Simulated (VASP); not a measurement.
# Nb: single point with PBE

The system is Nb.

```
Nb
1.0
     0.00000    2.11500    2.11500
     2.11500    0.00000    2.11500
     2.11500    2.11500    0.00000
Nb
1
Direct
  0.00000 0.00000 0.00000
```

This isn't the form of Nb at room conditions, which is bcc.

```yaml
Program: VASP 6.6.1
Task: single point
Functional: PBE
Potentials_or_basis: VASP PAW PBE potentials, release 64 (Nb_sv)
Cutoff: 500 eV
k_mesh: 6 × 6 × 6
Occupations: methfessel-paxton, width 0.05 eV
Spin: no spin polarisation
```

```
Pressure               : -2.0 GPa
Band gap on the k mesh : zero (an odd number of electrons rules out a gap without spin polarisation)
```

Levels at points of the mesh, in eV from the Fermi level:
| k point | band 4 | band 5 | band 6 | band 7 | band 8 | band 9 |
| --- | --- | --- | --- | --- | --- | --- |
| (0.00, 0.00, 0.00) | -30.22 | -6.20 | 0.10 | 0.10 | 0.10 | 2.67 |
| (0.50, 0.00, 0.00) | -30.37 | -3.81 | -0.08 | -0.08 | 1.34 | 4.60 |
| (0.50, 0.50, 0.00) | -30.63 | -4.00 | -3.28 | 3.53 | 4.59 | 5.15 |

It took 3.8 s on 1 thread of Intel(R) Xeon(R) Platinum 8259CL CPU @ 2.50GHz (Skylake/Cascade Lake), with other jobs on the host, peak memory 0.13 GiB.

Caveat: the k points lie up to 0.43 Å⁻¹ apart, too coarse for converged energies and pressures of a metal.
